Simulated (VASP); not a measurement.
# Si (I4_1/amd) in VASP: single point with HSE06

Aim: the single point of Si with HSE06.

Everything below comes from runs of VASP 6.6.1. Logs are shortened: lines on timing, memory, paths and dates and some standing lists are left out, and cuts for length are marked.

## (1) The cell of the first run

The structure is tetragonal, space group I4_1/amd (No. 141). Conventional cell: a = 3.888 Å, b = 3.888 Å, c = 5.404 Å, α = 90.00°, β = 90.00°, γ = 90.00°. Si (site symmetry -4m2) has 4 Si at 2.37 Å within 3.1 Å.

## (2) Single point, HSE06 (epitaxial xy strain +1.0%)

Input file POSCAR:

```
Si
1.0
    0.0000000000      2.7493400846      2.7022135923
    2.7493400846      0.0000000000      2.7022135923
    2.7493400846      2.7493400846      0.0000000000
Si
2
Direct
    0.0000000000      0.0000000000      0.0000000000
    0.2500000000      0.2500000000      0.2500000000
```

Input file INCAR.step1:

```
ALGO = Normal
EDIFF = 1E-5
ENCUT = 520
GGA = PE
ISIF = 2
ISMEAR = 0
LASPH = True
LCHARG = False
LREAL = False
LWAVE = True
NBANDS = 11
NELM = 80
PREC = Accurate
SIGMA = 0.01
```

Input file INCAR.step2:

```
ALGO = Normal
EDIFF = 1E-7
ENCUT = 520
GGA = PE
HFSCREEN = 0.2079
ISIF = 2
ISMEAR = 0
ISTART = 1
LASPH = True
LCHARG = False
LHFCALC = True
LREAL = False
LWAVE = False
NBANDS = 11
NELM = 80
PREC = Accurate
PRECFOCK = Normal
SIGMA = 0.01
```

Input file KPOINTS:

```
k-points
0
Gamma
  6 6 6
```

Potentials or basis: VASP PAW PBE potentials, release 64 (Si).

Run with:

```bash
cat potpaw_PBE.64/Si/POTCAR > POTCAR
cp INCAR.step1 INCAR
mpirun -np 1 vasp_std > vasp.out
cp INCAR.step2 INCAR
mpirun -np 1 vasp_std > vasp.out
```

OUTCAR:

```text
EDIFF = 1E-7
   ENCUT = 520
   GGA = PE
   HFSCREEN = 0.2079
   ISIF = 2
   ISMEAR = 0
   ISTART = 1
   LASPH = True
   LHFCALC = True
   LREAL = False
   NELM = 80
   PREC = Accurate
   PRECFOCK = Normal

 ion  position               nearest neighbor table
   1  0.000  0.000  0.000-   2 2.37   2 2.37   2 2.37   2 2.37
   2  0.250  0.250  0.250-   1 2.37   1 2.37   1 2.37   1 2.37

  LATTYP: Found a body centered tetragonal cell.
 ALAT       =     3.8881540352
 C/A-ratio  =     1.3899725000

  Lattice vectors:

 A1 = (   0.0000000000,  -2.7493400846,  -2.7022135923)
 A2 = (   0.0000000000,   2.7493400846,  -2.7022135923)
 A3 = (   2.7493400846,   0.0000000000,   2.7022135923)

Analysis of symmetry for initial positions (statically):
=====================================================================
 Subroutine PRICEL returns:
 Original cell was already a primitive cell.

 Routine SETGRP: Setting up the symmetry group for a
 body centered tetragonal supercell.

 Subroutine GETGRP returns: Found 16 space group operations
 (whereof  8 operations were pure point group operations)
 out of a pool of 16 trial point group operations.

The static configuration has the point symmetry D_2d.
 The point group associated with its full space group is D_4h.

Analysis of symmetry for dynamics (positions and initial velocities):
=====================================================================
 Subroutine PRICEL returns:
 Original cell was already a primitive cell.

 Routine SETGRP: Setting up the symmetry group for a
 body centered tetragonal supercell.

 Subroutine GETGRP returns: Found 16 space group operations
 (whereof  8 operations were pure point group operations)
 out of a pool of 16 trial point group operations.

The dynamic configuration has the point symmetry D_2d.
 The point group associated with its full space group is D_4h.

 Subroutine INISYM returns: Found 16 space group operations
 (whereof  8 operations are pure point group operations),
 and found     1 'primitive' translations

----------------------------------------------------------------------------------------

                                     Primitive cell

  volume of cell :      40.8514

  direct lattice vectors                    reciprocal lattice vectors
[... 100 lines left out ...]
   EMIN   =  10.00;   EMAX   =-10.00  energy-range for DOS
   EFERMI =   0.00;   METHOD = LEGACY
   ISMEAR =     0;   SIGMA  =   0.01  broadening in eV -4-tet -1-fermi 0-gaus
   EFERMI_NEDOS =   21; number of points for ismear=-14 and -15
   IALGO  =     38    algorithm
   IMIX   =      1    mixing-type and parameters
     AMIX     =   0.40;   BMIX     =  1.00
     AMIX_MAG =   1.60;   BMIX_MAG =  1.00
  volume/ion in A,a.u.               =      20.43       137.84
  Fermi-wavevector in a.u.,A,eV,Ry     =   0.950684  1.796531 12.296934  0.903799
  Thomas-Fermi vector in A             =   2.079083
   LORBIT       =      0    0 simple, 1 ext, 2 COOP (PROOUT), +10 PAW based schemes
   GGA     = PE    functional components
   LHFCALC =     T    Hartree Fock is set to
   PRECFOCK=normal    Normal, Fast or Accurate (Low or Medium for compatibility)
   ENCUT4O =  -1.0   cutoff for four orbital integrals eV
   NKREDX  =     1    reduce k-point grid by
   NKREDY  =     1    reduce k-point grid by
   NKREDZ  =     1    reduce k-point grid by
   AEXX    =    0.2500 exact exchange contribution
   HFSCREEN=    0.2079 screening length (either q_TF or 0.3 A-1)
   HFSCREENC=   0.2079 screening length for correlation (either q_TF or 0.3 A-1)
   ENCUTFOCK=  -1.0 apply spherical cutoff to Coloumb kernel
   IVDW    =     0    specifies the selected vdW correction
   LEPSILON=     F    determine dielectric tensor
   LRPA    =     F    only Hartree local field effects (RPA)
 non-spin polarized calculation
 Gauss-broadening in eV      SIGMA  =   0.01
  energy-cutoff  :      520.00
  volume of cell :       40.85
 maximum number of plane-waves:      1111
 NGX is ok and might be reduce to    30
  NGX = 24; NGY = 24; NGZ = 24

 number of electron       8.0000001 magnetization

 Free energy of the ion-electron system (eV)
  ---------------------------------------------------
  ext. energy  EPLUGINS =         0.00000000
  ---------------------------------------------------
  free energy    TOTEN  =       -12.52645418 eV

  energy without entropy =      -12.52645418  energy(sigma->0) =      -12.52645418

 E-fermi :   5.4953     XC(G=0):  -7.7868

 val. band max:        5.3596498698   @ k =   0.0000   0.0000   0.0000
 cond. band min:       6.5069535663   @ k =   0.3333   0.3333   0.0000
 fundamental gap:      1.1473036965
 Fermi energy:         5.4953475648

 k-point     1 :       0.0000    0.0000    0.0000
  band No.  band energies     occupation
      1      -7.8640      2.00000
      2       5.2342      2.00000
      3       5.2342      2.00000
      4       5.3596      2.00000
      5       8.5499      0.00000
      6       8.6136      0.00000
      7       8.6136      0.00000
      8       9.3481      0.00000
      9      13.8811      0.00000
     10      13.9873      0.00000
     11      14.2044      0.00000
[... 309 lines left out ...]
 k-point    24 :       0.5000    0.0000    0.3333
  band No.  band energies     occupation
      1      -4.5314      2.00000
      2      -1.9664      2.00000
      3       1.4198      2.00000
      4       2.5753      2.00000
      5       7.0244      0.00000
      6       8.7689      0.00000
      7      13.5760      0.00000
      8      13.9515      0.00000
      9      16.8702      0.00000
     10      17.2979      0.00000
     11      18.7622      0.00000

 [... further k-points ...]

------------------------ aborting loop because EDIFF is reached ----------------------------------------

  FORCE on cell =-STRESS in cart. coord.  units (eV):
  Direction    XX          YY          ZZ          XY          YZ          ZX
  --------------------------------------------------------------------------------------
  -------------------------------------------------------------------------------------
  Total       -0.5912401     -0.5912401     -0.1324337      0.0000000      0.0000000      0.0000000
  in kB      -23.1882455    -23.1882455     -5.1940082      0.0000000      0.0000000      0.0000000
  external PRESSURE =     -17.1901664 kB  Pullay stress =       0.0000000 kB

 VOLUME and BASIS-vectors are now :
 -----------------------------------------------------------------------------
  energy-cutoff  :      520.00
  volume of cell :       40.85
      direct lattice vectors                 reciprocal lattice vectors
     0.000000000  2.749340085  2.702213592    -0.181861823  0.181861823  0.185033486
     2.749340085  0.000000000  2.702213592     0.181861823 -0.181861823  0.185033486
     2.749340085  2.749340085  0.000000000     0.181861823  0.181861823 -0.185033486

 POSITION                                       TOTAL-FORCE (eV/Angst)
 -----------------------------------------------------------------------------------
      0.00000      0.00000      0.00000        -0.000000     -0.000000      0.000000
      1.37467      1.37467      1.35111         0.000000      0.000000     -0.000000
 -----------------------------------------------------------------------------------
    total drift:                               -0.000000     -0.000000     -0.000000

  FREE ENERGIE OF THE ION-ELECTRON SYSTEM (eV)
  ---------------------------------------------------
  free  energy   TOTEN  =       -12.5264541825 eV

  energy  without entropy=      -12.5264541825  energy(sigma->0) =      -12.52645418
```

It took 40 min on 1 thread of Oxide Virtual Turin-like, shared host; peak memory 0.25 GiB.

Results:

```yaml
Free_energy: -12.5265 eV
Pressure: -1.7 GPa
Band_gap_on_the_k_mesh: 1.15 eV (least direct gap 3.19 eV)
```

Stress tensor (GPa, compression positive):
```
-2.32  0.00  0.00
 0.00 -2.32  0.00
 0.00  0.00 -0.52
```

Levels at points of the mesh, in eV from the valence-band top:
| k point | band 1 | band 2 | band 3 | band 4 | band 5 | band 6 | band 7 | band 8 |
| --- | --- | --- | --- | --- | --- | --- | --- | --- |
| (0.00, 0.00, 0.00) | -13.22 | -0.13 | -0.13 | 0.00 | 3.19 | 3.25 | 3.25 | 3.99 |
| (0.50, 0.00, 0.00) | -10.68 | -7.69 | -1.46 | -1.29 | 2.07 | 3.99 | 4.15 | 8.51 |
| (0.50, 0.50, 0.00) | -8.61 | -8.61 | -3.25 | -3.25 | 1.15 | 1.15 | 11.20 | 11.20 |
| (0.50, 0.00, 0.50) | -8.72 | -8.72 | -3.11 | -3.11 | 1.29 | 1.29 | 11.18 | 11.18 |

Caveat: the cell differs from its parent crystal (epitaxial xy strain +1.0%); the PAW data sets were made with another functional, which shifts forces and pressure a little. A k mesh can miss the band edges.
